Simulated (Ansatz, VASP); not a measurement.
Fe: VASP beside Ansatz

INCAR

```
PREC = Accurate
ENCUT = 520
EDIFF = 1E-6
ISMEAR = -1
SIGMA = 0.1
LREAL = F
LASPH = T
NELM = 80
ALGO = Normal
ISIF = 2
LWAVE = F
LCHARG = F
NBANDS = 15
```

Contents of KPOINTS:

```
Automatic mesh
0
Gamma
  17 17 9
```

File POSCAR:

```
Fe
1.0
    2.4081101376      0.0000000000      0.0000000000
   -1.2040550688      2.0854845543      0.0000000000
    0.0000000000      0.0000000000      3.8057326330
Fe
2
Direct
    0.3333333333      0.6666666667      0.2500000000
    0.6666666667      0.3333333333      0.7500000000
```

Input for Ansatz:

```yaml
crystal:
  lattice:
    - [2.4081101376, 0.0, 0.0]
    - [-1.2040550688, 2.0854845543, 0.0]
    - [0.0, 0.0, 3.805732633]
  atoms:
    - { symbol: Fe, position: [0.3333333333, 0.6666666667, 0.25] }
    - { symbol: Fe, position: [0.6666666667, 0.3333333333, 0.75] }
hamiltonian:
  xc: lda
  pseudopotentials:
    kind: paw
    azcp:
      Fe: "pseudopotentials/Fe.paw.azcp"
basis:
  ecutwfc: 420
  fft_grid_basis: typed
kpoints:
  mp_grid: { grid: [17, 17, 9], shift: [0, 0, 0] }
magnetization:
  spin_polarized: false
scf:
  occupations: { method: fermi_dirac, width: 0.1 }
  lower_state_search: "off"
output:
  stress: true
```

Alike in both runs: task single point; functional LDA; k mesh 17 × 17 × 9; occupations fermi-dirac, width 0.1 eV; no spin polarisation.

```csv
,VASP,Ansatz
version,VASP 6.6.1,Ansatz 0.2.0
potentials or method,"VASP PAW LDA potentials, release 64 (Fe), cutoff 520 eV","plane waves (420 eV) with PAW, scalar-relativistic"
valence electrons in the cell,16,32
```

|  | VASP | Ansatz | Ansatz less VASP |
| --- | --- | --- | --- |
| pressure (GPa) | -0.3 | 0.0 | +0.28 |
| traceless stress, the component that is largest in VASP (GPa) | 0.00 | 0.16 | +0.161 |

Ansatz warns that its potentials were made for another functional, while VASP's fit it. LDA's correlation is that of Perdew and Zunger in VASP and of Perdew and Wang (1992) in Ansatz. VASP's potentials hold 16 valence electrons a cell and Ansatz's 32, so a difference there can come from the potentials and not from the codes.
